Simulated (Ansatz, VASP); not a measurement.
# WS2 in VASP and in Ansatz

```
W S
1.0
     3.18352    0.00000    0.00000
    -1.59176    2.75701    0.00000
     0.00000    0.00000   17.12008
W S
1 2
Direct
  0.33333 0.66667 0.00000
  0.66667 0.33333 0.90800
  0.66667 0.33333 0.09200
```

Change from the starting cell: strain +0.0100 x Voigt [0, 0, 1, 0, 0, 0], atoms carried along.

Alike in both runs: task single point; functional r2SCAN; k mesh 12 × 12 × 2; occupations gaussian, width 0.05 eV; no spin polarisation.

|  | VASP | Ansatz |
| --- | --- | --- |
| version | VASP 6.6.1 | Ansatz 0.2.0 |
| potentials or method | VASP PAW PBE potentials, release 64 (W_sv, S), cutoff 520 eV | scalar-relativistic, plane waves, PAW |
| valence electrons in the cell | 26 | 26 |

Ansatz gave:

```
gap on the k mesh at the Fermi level (eV) : 1.95
least direct gap on the mesh (eV)         : 1.95
rms of the force components (eV/Å)        : 0.161
```

Problem. Estimate VASP's values.

Solution. gap on the k mesh at the Fermi level (eV): 1.96; least direct gap on the mesh (eV): 1.96; rms of the force components (eV/Å): 0.151.

VASP's potentials were made for PBE, not for r2SCAN. Atom by atom the forces differ by 0.010 eV/Å (rms over components).

Spin-orbit coupling is off throughout.
